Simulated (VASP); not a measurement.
# GaN (F-43m) in VASP: further runs, part 2 of 2

VASP 6.6.1.

## 3. Single point, PBE

This run uses another cell than the first one, of 12.30 Å³/atom, 1.024 times its volume.

INCAR reads:

```
SYSTEM = GaN
PREC = Accurate
ENCUT = 520
EDIFF = 1E-6
ISMEAR = 1
SIGMA = 0.02
LREAL = .FALSE.
LASPH = .TRUE.
NELM = 100
ALGO = Normal
ISIF = 2
LWAVE = .FALSE.
LCHARG = .FALSE.
GGA = PE
NBANDS = 16
```

KPOINTS reads:

```
Automatic mesh
0
G
  8 8 8
  0 0 0
```

POSCAR reads:

```
GaN
1.0
    0.0000000000      2.3084859901      2.3084859901
    2.3084859901      0.0000000000      2.3084859901
    2.3084859901      2.3084859901      0.0000000000
Ga N
1 1
Direct
    0.0000000000      0.0000000000      0.0000000000
    0.7500000000      0.7500000000      0.7500000000
```

Potentials or basis: VASP PAW PBE potentials, release 64 (Ga_d, N).

Launch:

```bash
cat potpaw_PBE.64/Ga_d/POTCAR potpaw_PBE.64/N/POTCAR > POTCAR
mpirun -np 1 vasp_std > vasp.out
```

OUTCAR:

```text
SYSTEM = GaN
   PREC = Accurate
   ENCUT = 520
   EDIFF = 1E-6
   ISMEAR = 1
   LREAL = .FALSE.
   LASPH = .TRUE.
   NELM = 100
   ISIF = 2
   GGA = PE

 ion  position               nearest neighbor table
   1  0.000  0.000  0.000-   2 2.00   2 2.00   2 2.00   2 2.00
   2  0.750  0.750  0.750-   1 2.00   1 2.00   1 2.00   1 2.00

  LATTYP: Found a face centered cubic cell.
 ALAT       =     4.6169719802

  Lattice vectors:

 A1 = (   0.0000000000,   2.3084859901,   2.3084859901)
 A2 = (   2.3084859901,   0.0000000000,   2.3084859901)
 A3 = (   2.3084859901,   2.3084859901,   0.0000000000)

Analysis of symmetry for initial positions (statically):
=====================================================================
 Subroutine PRICEL returns:
 Original cell was already a primitive cell.

 Routine SETGRP: Setting up the symmetry group for a
 face centered cubic supercell.

 Subroutine GETGRP returns: Found 24 space group operations
 (whereof 24 operations were pure point group operations)
 out of a pool of 48 trial point group operations.

The static configuration has the point symmetry T_d .

Analysis of symmetry for dynamics (positions and initial velocities):
=====================================================================
 Subroutine PRICEL returns:
 Original cell was already a primitive cell.

 Routine SETGRP: Setting up the symmetry group for a
 face centered cubic supercell.

 Subroutine GETGRP returns: Found 24 space group operations
 (whereof 24 operations were pure point group operations)
 out of a pool of 48 trial point group operations.

The dynamic configuration has the point symmetry T_d .

 Subroutine INISYM returns: Found 24 space group operations
 (whereof 24 operations are pure point group operations),
 and found     1 'primitive' translations

----------------------------------------------------------------------------------------

                                     Primitive cell
[... 110 lines left out ...]
     AMIX     =   0.40;   BMIX     =  1.00
     AMIX_MAG =   1.60;   BMIX_MAG =  1.00
  volume/ion in A,a.u.               =      12.30        83.02
  Fermi-wavevector in a.u.,A,eV,Ry     =   1.475124  2.787579 29.606138  2.175990
  Thomas-Fermi vector in A             =   2.589811
   LORBIT       =      0    0 simple, 1 ext, 2 COOP (PROOUT), +10 PAW based schemes
   GGA     = PE    functional components
   LHFCALC =     F    Hartree Fock is set to
   AEXX    =    0.0000 exact exchange contribution
   IVDW    =     0    specifies the selected vdW correction
   LEPSILON=     F    determine dielectric tensor
   LRPA    =     F    only Hartree local field effects (RPA)
 non-spin polarized calculation
 Methfessel and Paxton  Order N= 1 SIGMA  =   0.02
  energy-cutoff  :      520.00
  volume of cell :       24.60
 maximum number of plane-waves:       684
   NGX = 13   NGY = 13   NGZ = 13

 number of electron      17.9999994 magnetization

 Free energy of the ion-electron system (eV)
  ---------------------------------------------------
  ext. energy  EPLUGINS =         0.00000000
  ---------------------------------------------------
  free energy    TOTEN  =       -12.12990341 eV

  energy without entropy =      -12.12991020  energy(sigma->0) =      -12.12990567

 E-fermi :   4.5431     XC(G=0): -11.2853

 val. band max:        4.5262959845   @ k =   0.0000   0.0000   0.0000
 cond. band min:       5.7849904648   @ k =   0.0000   0.0000   0.0000
 fundamental gap:      1.2586944803
 Fermi energy:         4.5431333771

 k-point     1 :       0.0000    0.0000    0.0000
  band No.  band energies     occupation
      1     -10.8173      2.00000
      2      -8.8786      2.00000
      3      -8.8786      2.00000
      4      -8.8786      2.00000
      5      -8.6255      2.00000
      6      -8.6255      2.00000
[... 433 lines left out ...]
      3      -8.7444      2.00000
      4      -8.6387      2.00000
      5      -8.5978      2.00000
      6      -7.0744      2.00000
[... 8 lines left out ...]
     15      22.6396      0.00000
     16      24.7068      0.00000

 [... further k-points ...]

------------------------ aborting loop because EDIFF is reached ----------------------------------------

  FORCE on cell =-STRESS in cart. coord.  units (eV):
  Direction    XX          YY          ZZ          XY          YZ          ZX
  --------------------------------------------------------------------------------------
  -------------------------------------------------------------------------------------
  Total       -1.0478231     -1.0478231     -1.0478231     -0.0000000      0.0000000      0.0000000
  in kB      -68.2318024    -68.2318024    -68.2318024     -0.0000000      0.0000000      0.0000000
  external PRESSURE =     -68.2318024 kB  Pullay stress =       0.0000000 kB

 VOLUME and BASIS-vectors are now :
 -----------------------------------------------------------------------------
  energy-cutoff  :      520.00
  volume of cell :       24.60
      direct lattice vectors                 reciprocal lattice vectors
     0.000000000  2.308485990  2.308485990    -0.216592174  0.216592174  0.216592174
     2.308485990  0.000000000  2.308485990     0.216592174 -0.216592174  0.216592174
     2.308485990  2.308485990  0.000000000     0.216592174  0.216592174 -0.216592174

 POSITION                                       TOTAL-FORCE (eV/Angst)
 -----------------------------------------------------------------------------------
      0.00000      0.00000      0.00000        -0.000000     -0.000000     -0.000000
      3.46273      3.46273      3.46273         0.000000      0.000000      0.000000
 -----------------------------------------------------------------------------------
    total drift:                               -0.000001     -0.000001     -0.000001

  FREE ENERGIE OF THE ION-ELECTRON SYSTEM (eV)
  ---------------------------------------------------
  free  energy   TOTEN  =       -12.1299034099 eV

  energy  without entropy=      -12.1299102043  energy(sigma->0) =      -12.12990567
```

Wall time 8.4 s (1 thread of Intel Xeon Platinum 8259CL at 2.50GHz (Skylake/Cascade Lake), shared host); peak memory 0.14 GiB.

Results:

| Item | Value |
| --- | --- |
| Free energy | -12.1299 eV |
| Pressure | -6.8 GPa |
| Band gap on the k mesh | 1.26 eV, direct |

Levels at points of the mesh, in eV from the valence-band top:
| k point | band 6 | band 7 | band 8 | band 9 | band 10 | band 11 | band 12 | band 13 |
| --- | --- | --- | --- | --- | --- | --- | --- | --- |
| (0.00, 0.00, 0.00) | -13.15 | 0.00 | 0.00 | 0.00 | 1.26 | 9.85 | 9.85 | 9.85 |
| (0.50, 0.00, 0.00) | -11.89 | -6.58 | -0.88 | -0.88 | 4.15 | 8.36 | 9.99 | 9.99 |
| (0.50, 0.50, 0.00) | -11.46 | -5.84 | -2.46 | -2.46 | 3.33 | 6.22 | 11.22 | 13.21 |

As with any semilocal functional, this PBE gap is likely too small.

## 4. Single point, PBE

This run uses another cell than the first one, of 12.59 Å³/atom, 1.048 times its volume.

INCAR reads:

```
  PREC = Accurate
  ENCUT = 520
  EDIFF = 1E-6
  ISMEAR = 1
  SIGMA = 0.02
  LREAL = False
  LASPH = True
  NELM = 60
  ALGO = Normal
  ISIF = 2
  LWAVE = False
  LCHARG = True
  GGA = PE
  LELF = True
  LVHAR = True
  NBANDS = 16
```

KPOINTS reads:

```
regular mesh
0
Gamma
  8 8 8
```

POSCAR reads:

```
GaN
1.0
    0.0000000000      2.3262442725      2.3262442725
    2.3262442725      0.0000000000      2.3262442725
    2.3262442725      2.3262442725      0.0000000000
Ga N
1 1
Direct
    0.0000000000      0.0000000000      0.0000000000
    0.7500000000      0.7500000000      0.7500000000
```

Launch:

```bash
cat potpaw_PBE.64/Ga_d/POTCAR potpaw_PBE.64/N/POTCAR > POTCAR
mpirun -np 1 vasp_std > vasp.out
```

It took 8.3 s on 1 thread of Intel Xeon Platinum 8259CL at 2.50GHz (Skylake/Cascade Lake), shared host; peak memory 0.14 GiB.

The run converged. Its results:

| Quantity | Value |
| --- | --- |
| Free energy | -12.1002 eV |
| Pressure | -9.8 GPa |
| Band gap on the k mesh | 1.11 eV, direct |

Levels at points of the mesh, in eV from the valence-band top:
| k point | band 7 | band 8 | band 9 | band 10 | band 11 | band 12 |
| --- | --- | --- | --- | --- | --- | --- |
| (0.00, 0.00, 0.00) | 0.00 | 0.00 | 0.00 | 1.11 | 9.71 | 9.71 |
| (0.50, 0.00, 0.00) | -6.45 | -0.86 | -0.86 | 3.99 | 8.24 | 9.86 |
| (0.50, 0.50, 0.00) | -5.75 | -2.39 | -2.39 | 3.32 | 6.08 | 11.08 |

A hybrid or GW would open this gap; PBE tends to underestimate it.

## 5. Overview

```csv
cell,gap on the mesh (eV),pressure (GPa)
"a = 3.239 Å, angles 60.0°, 2 atoms",1.41,-3.4
"a = 3.265 Å, angles 60.0°, 2 atoms",1.26,-6.8
"a = 3.290 Å, angles 60.0°, 2 atoms",1.11,-9.8
```

Alike in all rows: task single point; level PBE; potentials or basis VASP PAW PBE potentials, release 64 (Ga_d, N); no spin polarisation; k mesh 8 × 8 × 8; cutoff (eV) 520; smearing methfessel-paxton 0.02 eV.

Absolute energies hang on the potentials; compare differences alone.
